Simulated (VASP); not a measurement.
## AlGa2N3: single point with PBE

Crystal: AlGa2N3.

```
CELL_PARAMETERS angstrom
3.40267 0.00000 0.00000
-1.70134 2.94680 0.00000
0.00000 0.00000 8.33481
ATOMIC_POSITIONS crystal
Al 0.00000 0.00000 0.50000
Ga 0.33333 0.66667 0.16667
Ga 0.66667 0.33333 0.83333
N 0.33333 0.66667 0.66667
N 0.66667 0.33333 0.33333
N 0.00000 0.00000 0.00000
```

```yaml
Program: VASP 6.6.1
Task: single point
Functional: PBE
Potentials_or_basis: VASP PAW PBE potentials, release 64 (Al, Ga_d, N)
Cutoff: 520 eV
k_mesh: 6 × 6 × 2
Occupations: gaussian, width 0.1 eV
Spin: collinear spin, ferromagnetic start
Starting_moments: "[0.0, 0.0, 0.0, 1.0, 1.0, 1.0] μB"
```

```
Pressure                                              : -34.7 GPa
Largest force                                         : 0.654 eV/Å
Band gap on the k mesh                                : zero (filled and empty bands overlap)
Net moment                                            : 0.00 μB per cell
Valence electrons inside the program's atomic spheres : Al 0.55; Ga 11.23; N 3.50, 3.48 (each value once)
```

Forces on the atoms (eV/Å):
```
Al   0.000  0.000  0.000
Ga   0.000  0.000  0.064
Ga   0.000  0.000 -0.064
N    0.000  0.000 -0.654
N    0.000  0.000  0.654
N    0.000  0.000  0.000
```

Levels at points of the mesh, in eV from the Fermi level:
Spin up:
```tsv
k point	band 20	band 21	band 22	band 23	band 24	band 25
(0.00, 0.00, 0.00)	-0.19	-0.19	-0.13	-0.13	2.82	2.98
(0.50, 0.00, 0.00)	-1.41	-0.82	-0.76	-0.63	3.12	3.72
(0.00, 0.00, 0.50)	-0.17	-0.16	-0.16	1.45	1.68	3.28
(0.50, 0.00, 0.50)	-1.45	-0.24	-0.24	0.71	1.41	3.28
```
Spin down:
```csv
k point,band 18,band 19,band 20,band 21,band 22,band 23,band 24,band 25,band 26,band 27
"(0.00, 0.00, 0.00)",-0.35,-0.19,-0.19,-0.19,-0.13,-0.13,2.82,2.98,6.02,6.51
"(0.50, 0.00, 0.00)",-1.82,-1.60,-1.41,-0.82,-0.76,-0.63,3.12,3.72,5.08,5.21
"(0.00, 0.00, 0.50)",-0.35,-0.17,-0.17,-0.16,-0.16,1.45,1.68,3.28,5.58,7.18
"(0.50, 0.00, 0.50)",-2.68,-1.54,-1.45,-0.24,-0.24,0.71,1.42,3.28,5.64,6.70
```

Run time: 2.8 min on 1 thread of Intel Xeon 8259CL, on a shared host, peak memory 0.28 GiB.

Caveat: the k points lie up to 0.38 Å⁻¹ apart, too coarse for converged energies and pressures of a metal; semilocal functionals underestimate gaps, and a narrow one can read as zero.
